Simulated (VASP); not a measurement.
# SiP5 (F-43m) in VASP: further runs

SiP5 is run at these levels: PBE; tasks: single point.

Everything below comes from runs of VASP 6.6.1. Logs are shortened: lines on timing, memory, paths and dates and some standing lists are left out, and cuts for length are marked.

## Step 1: The cell of the first run

Symmetry: F-43m, No. 216, cubic system. The conventional cell has a = 7.130 Å, b = 7.130 Å, c = 7.130 Å, α = 90.00°, β = 90.00°, γ = 90.00°. Within 3.9 Å of Si (site symmetry -43m) lie 16 P at 2.96 to 3.09 Å. Within 3.3 Å of P (site symmetry 3m) lie 9 P at 2.50 to 2.95 Å and 3 Si at 2.96 Å. P (site symmetry -43m) has 12 P at 2.95 Å and 4 Si at 3.09 Å within 3.9 Å.

The cell was generated, and may not be a known phase.

## Step 2: Single point, PBE

File INCAR:

```
SYSTEM = SiP5
ALGO = Normal ; EDIFF = 1E-7
ENCUT = 520 ; GGA = PE
ISIF = 2 ; ISMEAR = 0
LASPH = .True. ; LCHARG = .False.
LREAL = .False. ; LWAVE = .False.
NBANDS = 24 ; NELM = 60
PREC = Accurate ; SIGMA = 0.1
```

File KPOINTS:

```
k-points
0
Gamma
  4 4 4
  0 0 0
```

File POSCAR:

```
SiP5
1.0
    0.0000000000      3.5648978498      3.5648978498
    3.5648978498      0.0000000000      3.5648978498
    3.5648978498      3.5648978498      0.0000000000
Si P
1 5
Direct
    0.0000000000      0.0000000000      0.0000000000
    0.6238674196      0.1283977413      0.6238674196
    0.2500000000      0.2500000000      0.2500000000
    0.1283977413      0.6238674196      0.6238674196
    0.6238674196      0.6238674196      0.6238674196
    0.6238674196      0.6238674196      0.1283977413
```

Potentials or basis: VASP PAW PBE potentials, release 64 (Si, P).

On the command line:

```console
$ cat potpaw_PBE.64/Si/POTCAR potpaw_PBE.64/P/POTCAR > POTCAR
$ mpirun -np 1 vasp_std > vasp.out
```

OUTCAR:

```text
SYSTEM = SiP5
   EDIFF = 1E-7
   ENCUT = 520
   GGA = PE
   ISIF = 2
   ISMEAR = 0
   LASPH = .True.
   LREAL = .False.
   NELM = 60
   PREC = Accurate

 ion  position               nearest neighbor table
   1  0.000  0.000  0.000-   2 2.96   4 2.96   6 2.96   5 2.96   5 2.96   5 2.96   6 2.96   6 2.96
                             2 2.96   4 2.96   2 2.96   4 2.96
   2  0.624  0.128  0.624-   4 2.50   5 2.50   6 2.50   4 2.54   6 2.54   5 2.54   3 2.95   3 2.95
                             3 2.95   1 2.96   1 2.96   1 2.96
   3  0.250  0.250  0.250-   2 2.95   4 2.95   4 2.95   6 2.95   2 2.95   6 2.95   5 2.95   5 2.95
                             5 2.95   2 2.95   4 2.95   6 2.95
   4  0.128  0.624  0.624-   2 2.50   5 2.50   6 2.50   2 2.54   6 2.54   5 2.54   3 2.95   3 2.95
                             3 2.95   1 2.96   1 2.96   1 2.96
   5  0.624  0.624  0.624-   2 2.50   4 2.50   6 2.50   4 2.54   2 2.54   6 2.54   3 2.95   3 2.95
                             3 2.95   1 2.96   1 2.96   1 2.96
   6  0.624  0.624  0.128-   2 2.50   4 2.50   5 2.50   2 2.54   4 2.54   5 2.54   3 2.95   3 2.95
                             3 2.95   1 2.96   1 2.96   1 2.96

  LATTYP: Found a face centered cubic cell.
 ALAT       =     7.1297956996

  Lattice vectors:

 A1 = (   0.0000000000,   3.5648978498,   3.5648978498)
 A2 = (   3.5648978498,   0.0000000000,   3.5648978498)
 A3 = (   3.5648978498,   3.5648978498,   0.0000000000)

Analysis of symmetry for initial positions (statically):
=====================================================================
 Subroutine PRICEL returns:
 Original cell was already a primitive cell.

 Routine SETGRP: Setting up the symmetry group for a
 face centered cubic supercell.

 Subroutine GETGRP returns: Found 24 space group operations
 (whereof 24 operations were pure point group operations)
 out of a pool of 48 trial point group operations.

The static configuration has the point symmetry T_d .

Analysis of symmetry for dynamics (positions and initial velocities):
=====================================================================
 Subroutine PRICEL returns:
 Original cell was already a primitive cell.

 Routine SETGRP: Setting up the symmetry group for a
 face centered cubic supercell.

 Subroutine GETGRP returns: Found 24 space group operations
 (whereof 24 operations were pure point group operations)
 out of a pool of 48 trial point group operations.

The dynamic configuration has the point symmetry T_d .

 Subroutine INISYM returns: Found 24 space group operations
 (whereof 24 operations are pure point group operations),
 and found     1 'primitive' translations

----------------------------------------------------------------------------------------

                                     Primitive cell

  volume of cell :      90.6090

  direct lattice vectors                    reciprocal lattice vectors
     0.000000000  3.564897850  3.564897850    -0.140256473  0.140256473  0.140256473
     3.564897850  0.000000000  3.564897850     0.140256473 -0.140256473  0.140256473
     3.564897850  3.564897850  0.000000000     0.140256473  0.140256473 -0.140256473

  length of vectors
     5.041526888  5.041526888  5.041526888     0.242931338  0.242931338  0.242931338

  position of ions in fractional coordinates (direct lattice)
     0.000000000  0.000000000  0.000000000
     0.623867420  0.128397741  0.623867420
     0.250000000  0.250000000  0.250000000
     0.128397741  0.623867420  0.623867420
     0.623867420  0.623867420  0.623867420
     0.623867420  0.623867420  0.128397741

  ion indices of the primitive-cell ions
   primitive index   ion index
                 1           1
                 2           2
                 3           3
                 4           4
                 5           5
                 6           6

----------------------------------------------------------------------------------------

 KPOINTS: k-points

Automatic generation of k-mesh.
 Grid dimensions read from file:
 generate k-points for:    4    4    4

 Generating k-lattice:

  Cartesian coordinates                     Fractional coordinates (reciprocal lattice)
    -0.035064118  0.035064118  0.035064118     0.250000000  0.000000000  0.000000000
     0.035064118 -0.035064118  0.035064118     0.000000000  0.250000000  0.000000000
     0.035064118  0.035064118 -0.035064118     0.000000000  0.000000000  0.250000000

  Length of vectors
     0.060732834  0.060732834  0.060732834

  Shift w.r.t. Gamma in fractional coordinates (k-lattice)
     0.000000000  0.000000000  0.000000000

 Subroutine IBZKPT returns following result:
 ===========================================

 Found      8 irreducible k-points:

 Following reciprocal coordinates:
            Coordinates               Weight
  0.000000  0.000000  0.000000      1.000000
  0.250000  0.000000  0.000000      8.000000
  0.500000  0.000000  0.000000      4.000000
  0.250000  0.250000  0.000000      6.000000
  0.500000  0.250000  0.000000     24.000000
 -0.250000  0.250000  0.000000     12.000000
  0.500000  0.500000  0.000000      3.000000
 -0.250000  0.500000  0.250000      6.000000
   k-points           NKPTS =      8   k-points in BZ     NKDIM =      8   number of bands    NBANDS=     24
   number of dos      NEDOS =    301   number of ions     NIONS =      6
   total plane-waves  NPLWV =  64000
   dimension x,y,z NGX =    40 NGY =   40 NGZ =   40
   dimension x,y,z NGXF=    80 NGYF=   80 NGZF=   80
   ions per type =               1   5
   NGX,Y,Z   is equivalent  to a cutoff of  13.19, 13.19, 13.19 a.u.
   NGXF,Y,Z  is equivalent  to a cutoff of  26.38, 26.38, 26.38 a.u.
 SYSTEM =  SiP5
   PREC   = accura    normal or accurate (medium, high low for compatibility)
   ISTART =      0    job   : 0-new  1-cont  2-samecut
   ICHARG =      2    charge: 1-file 2-atom 10-const
   ISPIN  =      1    spin polarized calculation?
   LNONCOLLINEAR =      F non collinear calculations
   LSORBIT =      F    spin-orbit coupling
   LASPH  =      T    aspherical Exc in radial PAW
   ENCUT  =  520.0 eV  38.22 Ry    6.18 a.u.   9.37  9.37  9.37*2*pi/ulx,y,z
   NELM   =     60;   NELMIN=  2; NELMDL= -5     # of ELM steps
   EDIFF  = 0.1E-06   stopping-criterion for ELM
   LREAL  =      F    real-space projection
   EDIFFG = 0.1E-05   stopping-criterion for IOM
   NSW    =      0    number of steps for IOM
   IBRION =     -1    ionic relax: 0-MD 1-quasi-New 2-CG
   NFREE  =      0    steps in history (QN), initial steepest desc. (CG)
   ISIF   =      2    stress and relaxation
   ISYM   =      2    0-nonsym 1-usesym 2-fastsym
   POTIM  = 0.5000    time-step for ionic-motion
   TEBEG  =    0.0;   TEEND  =   0.0 temperature during run
   PSTRESS=    0.0 pullay stress
   NELECT =      29.0000    total number of electrons
   NUPDOWN=      -1.0000    fix difference up-down
   EMIN   =  10.00;   EMAX   =-10.00  energy-range for DOS
   EFERMI =   0.00;   METHOD = LEGACY
   ISMEAR =     0;   SIGMA  =   0.10  broadening in eV -4-tet -1-fermi 0-gaus
   EFERMI_NEDOS =   21; number of points for ismear=-14 and -15
   IALGO  =     38    algorithm
   IMIX   =      4    mixing-type and parameters
     AMIX     =   0.40;   BMIX     =  1.00
     AMIX_MAG =   1.60;   BMIX_MAG =  1.00
  volume/ion in A,a.u.               =      15.10       101.91
  Fermi-wavevector in a.u.,A,eV,Ry     =   1.119826  2.116164 17.061835  1.254009
  Thomas-Fermi vector in A             =   2.256468
   LORBIT       =      0    0 simple, 1 ext, 2 COOP (PROOUT), +10 PAW based schemes
   GGA     = PE    functional components
   LHFCALC =     F    Hartree Fock is set to
   AEXX    =    0.0000 exact exchange contribution
   IVDW    =     0    specifies the selected vdW correction
   LEPSILON=     F    determine dielectric tensor
   LRPA    =     F    only Hartree local field effects (RPA)
 non-spin polarized calculation
 Gauss-broadening in eV      SIGMA  =   0.10
  energy-cutoff  :      520.00
  volume of cell :       90.61
 maximum number of plane-waves:      2468
 NGX is ok and might be reduce to    40
   NGX = 19   NGY = 19   NGZ = 19

 number of electron      29.0000001 magnetization

 Free energy of the ion-electron system (eV)
  ---------------------------------------------------
  ext. energy  EPLUGINS =         0.00000000
  ---------------------------------------------------
  free energy    TOTEN  =       -27.66594954 eV

  energy without entropy =      -27.65849532  energy(sigma->0) =      -27.66222243

 E-fermi :   9.7733     XC(G=0): -11.2285

 val. band max:        9.6315839449   @ k =   0.2500   0.2500   0.0000
 cond. band min:       9.8224502128   @ k =   0.2500   0.0000   0.0000
 fundamental gap:      0.1908662680
 Fermi energy:         9.7732845408

 k-point     1 :       0.0000    0.0000    0.0000
  band No.  band energies     occupation
      1      -6.8832      2.00000
      2      -0.0111      2.00000
      3       0.4643      2.00000
      4       0.6163      2.00000
      5       0.6163      2.00000
      6       0.6163      2.00000
[... 16 lines left out ...]
     23      17.0272      0.00000
     24      17.0272      0.00000

 k-point     2 :       0.2500    0.0000    0.0000
  band No.  band energies     occupation
      1      -6.4276      2.00000
      2      -2.2829      2.00000
      3      -0.3533      2.00000
      4       0.2698      2.00000
      5       0.2698      2.00000
      6       1.9912      2.00000
[... 16 lines left out ...]
     23      16.4075      0.00000
     24      16.4075      0.00000

 k-point     3 :       0.5000    0.0000    0.0000
  band No.  band energies     occupation
      1      -5.5509      2.00000
      2      -4.0381      2.00000
      3      -0.6282      2.00000
      4       0.0429      2.00000
      5       0.0429      2.00000
      6       1.7203      2.00000
[... 16 lines left out ...]
     23      15.1347      0.00000
     24      15.1348      0.00000
[... 82 lines left out ...]
 k-point     7 :       0.5000    0.5000    0.0000
  band No.  band energies     occupation
      1      -4.6321      2.00000
      2      -4.4364      2.00000
      3      -1.3345      2.00000
      4      -0.8723      2.00000
      5      -0.8723      2.00000
      6       0.2310      2.00000
[... 16 lines left out ...]
     23      15.0229      0.00000
     24      15.0229      0.00000

 k-point     8 :      -0.2500    0.5000    0.2500
  band No.  band energies     occupation
      1      -4.5685      2.00000
      2      -4.2897      2.00000
      3      -2.4547      2.00000
      4      -1.6508      2.00000
      5       1.1063      2.00000
      6       2.3756      2.00000
[... 16 lines left out ...]
     23      12.7081      0.00000
     24      13.0678      0.00000

------------------------ aborting loop because EDIFF is reached ----------------------------------------

  FORCE on cell =-STRESS in cart. coord.  units (eV):
  Direction    XX          YY          ZZ          XY          YZ          ZX
  --------------------------------------------------------------------------------------
  -------------------------------------------------------------------------------------
  Total       -0.0931248     -0.0931248     -0.0931248      0.0000000      0.0000000      0.0000000
  in kB       -1.6466619     -1.6466619     -1.6466619      0.0000000      0.0000000      0.0000000
  external PRESSURE =      -1.6466619 kB  Pullay stress =       0.0000000 kB

 VOLUME and BASIS-vectors are now :
 -----------------------------------------------------------------------------
  energy-cutoff  :      520.00
  volume of cell :       90.61
      direct lattice vectors                 reciprocal lattice vectors
     0.000000000  3.564897850  3.564897850    -0.140256473  0.140256473  0.140256473
     3.564897850  0.000000000  3.564897850     0.140256473 -0.140256473  0.140256473
     3.564897850  3.564897850  0.000000000     0.140256473  0.140256473 -0.140256473

 POSITION                                       TOTAL-FORCE (eV/Angst)
 -----------------------------------------------------------------------------------
      0.00000      0.00000      0.00000         0.000000      0.000000      0.000000
      2.68175      4.44805      2.68175         0.017426     -0.017426      0.017426
      1.78245      1.78245      1.78245         0.000000      0.000000      0.000000
      4.44805      2.68175      2.68175        -0.017426      0.017426      0.017426
      4.44805      4.44805      4.44805        -0.017426     -0.017426     -0.017426
      2.68175      2.68175      4.44805         0.017426      0.017426     -0.017426
 -----------------------------------------------------------------------------------
    total drift:                               -0.000000     -0.000000     -0.000000

  FREE ENERGIE OF THE ION-ELECTRON SYSTEM (eV)
  ---------------------------------------------------
  free  energy   TOTEN  =       -27.6659495357 eV

  energy  without entropy=      -27.6584953247  energy(sigma->0) =      -27.66222243
```

It took 15 s on 1 thread of Intel Xeon Platinum 8488C (Sapphire Rapids), shared host; peak memory 0.22 GiB.

Results:

```yaml
Free_energy: -27.6659 eV
Pressure: -0.2 GPa
Largest_force: 0.030 eV/Å
Band_gap_on_the_k_mesh: zero (an odd number of electrons rules out a gap without spin polarisation)
```

Forces in eV/Å, atoms in the order of the input:
```
Si   0.000  0.000  0.000
P    0.017 -0.017  0.017
P    0.000  0.000  0.000
P   -0.017  0.017  0.017
P   -0.017 -0.017 -0.017
P    0.017  0.017 -0.017
```

Levels at points of the mesh, in eV from the Fermi level:
```
           k point  band 11  band 12  band 13  band 14  band 15  band 16  band 17  band 18  band 19  band 20
(0.00, 0.00, 0.00)    -4.37    -4.37    -3.32    -3.32    -3.32     2.85     2.85     2.85     4.11     4.11
(0.50, 0.00, 0.00)    -2.80    -2.80    -2.56    -2.56     0.14     0.39     1.37     1.37     2.25     3.43
(0.50, 0.50, 0.00)    -2.33    -2.33    -1.93    -1.73    -0.68    -0.50    -0.18     0.62     0.62     1.10
```

Caveat: the k points lie up to 0.38 Å⁻¹ apart, too coarse for converged energies and pressures of a metal; an odd number of electrons without spin polarisation forces a metal; a magnetic or distorted state may lie lower.

## Step 3: Single point, PBE

This run uses another cell than the first one, of 19.34 Å³/atom.

File INCAR:

```
  PREC = Accurate
  ENCUT = 520
  EDIFF = 1E-6
  ISMEAR = 0
  SIGMA = 0.1
  LREAL = False
  LASPH = True
  NELM = 80
  ALGO = Normal
  ISIF = 2
  LWAVE = False
  LCHARG = True
  GGA = PE
  LELF = True
  LVHAR = True
  NBANDS = 24
```

File KPOINTS:

```
regular mesh
0
Gamma
  4 4 4
```

File POSCAR:

```
SiP5
1.0
    0.0000000000      3.8710800500      3.8710800500
    3.8710800500      0.0000000000      3.8710800500
    3.8710800500      3.8710800500      0.0000000000
Si P
1 5
Direct
    0.0000000000      0.0000000000      0.0000000000
    0.6247520300      0.1257439000      0.6247520300
    0.2500000000      0.2500000000      0.2500000000
    0.1257439000      0.6247520300      0.6247520300
    0.6247520300      0.6247520300      0.6247520300
    0.6247520300      0.6247520300      0.1257439000
```

Potentials or basis: VASP PAW PBE potentials, release 64 (Si, P).

On the command line:

```console
$ cat potpaw_PBE.64/Si/POTCAR potpaw_PBE.64/P/POTCAR > POTCAR
$ mpirun -np 1 vasp_std > vasp.out
```

OUTCAR:

```text
PREC = Accurate
   ENCUT = 520
   EDIFF = 1E-6
   ISMEAR = 0
   LREAL = False
   LASPH = True
   NELM = 80
   ISIF = 2
   GGA = PE

 ion  position               nearest neighbor table
   1  0.000  0.000  0.000-
   2  0.625  0.126  0.625-   4 2.73   5 2.73   6 2.73   4 2.74   6 2.74   5 2.74
   3  0.250  0.250  0.250-
   4  0.126  0.625  0.625-   2 2.73   5 2.73   6 2.73   2 2.74   6 2.74   5 2.74
   5  0.625  0.625  0.625-   2 2.73   4 2.73   6 2.73   4 2.74   2 2.74   6 2.74
   6  0.625  0.625  0.126-   2 2.73   4 2.73   5 2.73   2 2.74   4 2.74   5 2.74

  LATTYP: Found a face centered cubic cell.
[... 402 lines left out ...]
  -------------------------------------------------------------------------------------
  Total       -9.4462160     -9.4462160     -9.4462160      0.0000000      0.0000000      0.0000000
  in kB     -130.4493753   -130.4493753   -130.4493753      0.0000000      0.0000000      0.0000000
  external PRESSURE =    -130.4493753 kB  Pullay stress =       0.0000000 kB

 VOLUME and BASIS-vectors are now :
 -----------------------------------------------------------------------------
  energy-cutoff  :      520.00
  volume of cell :      116.02
      direct lattice vectors                 reciprocal lattice vectors
     0.000000000  3.871080050  3.871080050    -0.129162919  0.129162919  0.129162919
     3.871080050  0.000000000  3.871080050     0.129162919 -0.129162919  0.129162919
     3.871080050  3.871080050  0.000000000     0.129162919  0.129162919 -0.129162919

 POSITION                                       TOTAL-FORCE (eV/Angst)
 -----------------------------------------------------------------------------------
      0.00000      0.00000      0.00000        -0.000000     -0.000000      0.000000
      2.90523      4.83693      2.90523        -0.003844      0.003844     -0.003844
      1.93554      1.93554      1.93554         0.000000     -0.000000     -0.000000
      4.83693      2.90523      2.90523         0.003844     -0.003844     -0.003844
      4.83693      4.83693      4.83693         0.003844      0.003844      0.003844
      2.90523      2.90523      4.83693        -0.003844     -0.003844      0.003844
 -----------------------------------------------------------------------------------
    total drift:                                0.000018      0.000018      0.000018

  FREE ENERGIE OF THE ION-ELECTRON SYSTEM (eV)
  ---------------------------------------------------
  free  energy   TOTEN  =       -26.3789241607 eV

  energy  without entropy=      -26.3596416558  energy(sigma->0) =      -26.36928291
```

Wall time 17 s (1 thread of Intel Xeon Platinum 8488C (Sapphire Rapids), shared host); peak memory 0.24 GiB.

What came out:

```yaml
Free_energy: -26.3789 eV
Pressure: -13.0 GPa
Largest_force: 0.007 eV/Å
Band_gap_on_the_k_mesh: zero (an odd number of electrons rules out a gap without spin polarisation)
```

Forces in eV/Å, atoms in the order of the input:
```
Si   0.000  0.000  0.000
P   -0.004  0.004 -0.004
P    0.000  0.000  0.000
P    0.004 -0.004 -0.004
P    0.004  0.004  0.004
P   -0.004 -0.004  0.004
```

Levels at points of the mesh, in eV from the Fermi level:
```csv
k point,band 12,band 13,band 14,band 15,band 16,band 17,band 18,band 19
"(0.00, 0.00, 0.00)",-3.13,-2.23,-2.23,-2.23,2.21,2.21,2.21,3.14
"(0.50, 0.00, 0.00)",-2.02,-1.65,-1.65,-0.15,-0.03,1.09,1.09,1.78
"(0.50, 0.50, 0.00)",-1.45,-1.11,-1.03,-0.79,-0.74,0.09,0.69,0.69
```

Caveat: the cell stands under tension; an odd number of electrons without spin polarisation forces a metal; a magnetic or distorted state may lie lower.

The gap in the log of VASP goes by the Fermi energy; the results here count the filled bands.